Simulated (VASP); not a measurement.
Crystal: TaC2.

```xyz
3
Lattice="-1.7862 1.7862 2.9839 1.7862 -1.7862 2.9839 1.7862 1.7862 -2.9839" Properties=species:S:1:pos:R:3 pbc="T T T"
Ta    0.0000    0.0000    0.0000
C     0.0000    0.0000    2.4050
C     0.0000    0.0000    3.5628
```

| Item | Value |
| --- | --- |
| Program | VASP 6.6.1 |
| Task | relaxation of cell and atoms |
| Functional | PBE |
| Potentials or basis | VASP PAW PBE potentials, release 64 (Ta_pv, C) |
| Cutoff | 600 eV |
| k mesh | 6 × 6 × 6 |
| Occupations | gaussian, width 0.1 eV |
| Spin | no spin polarisation |

At the start: pressure -5.4 GPa; volume 12.69 Å³/atom.

How do energy, volume and symmetry change on relaxing?

Over 19 steps the energy falls by 816.5 meV/atom and the volume is 9.92 Å³/atom (-21.8 %); space group I4/mmm (No. 139, to 0.05 Å).

The path:
```
step  energy change (eV)  largest force (eV/Å)  pressure (GPa)  volume (Å³)
   1              0.0000               16.3583           -5.36        38.08
   2              4.3618               10.1404           24.04        35.17
   3              2.3700                4.9344           -8.36        36.08
   4              1.8862                4.2455          -18.07        36.41
   5              0.0800                5.1875          -38.10        37.30
   6             -1.0338                3.8759          -39.18        37.70
   7             -1.3726                1.1919          -34.40        37.90
   8             -1.3871                0.4343          -31.29        37.96
   9             -1.3907                0.1513          -32.41        37.94
  10             -1.7275                1.9281           40.50        27.48
  11             -2.2105                0.4278           -2.24        31.34
  12             -2.4080                0.0590            2.77        29.70
  13             -2.3986                0.0756           12.69        28.43
  14             -2.4292                0.0067            6.29        29.16
  15             -2.4293                0.0064            7.03        29.06
  16             -2.4243                0.8977           -7.22        30.35
  17             -2.4465                0.4447            0.02        29.65
  18             -2.4448                0.5776           -0.44        29.89
  19             -2.4496                0.0009           -0.26        29.76
```

Final structure:
```
CELL_PARAMETERS angstrom
-1.58155 1.58155 2.97439
1.58155 -1.58155 2.97439
1.58155 1.58155 -2.97439
ATOMIC_POSITIONS crystal
Ta 0.00000 0.00000 0.00000
C 0.38311 0.38311 0.00000
C 0.61689 0.61689 0.00000
```

Caveat: the k points lie up to 0.47 Å⁻¹ apart in the final cell; the volume moved by over 15 % at a fixed basis, so the end points are rough.
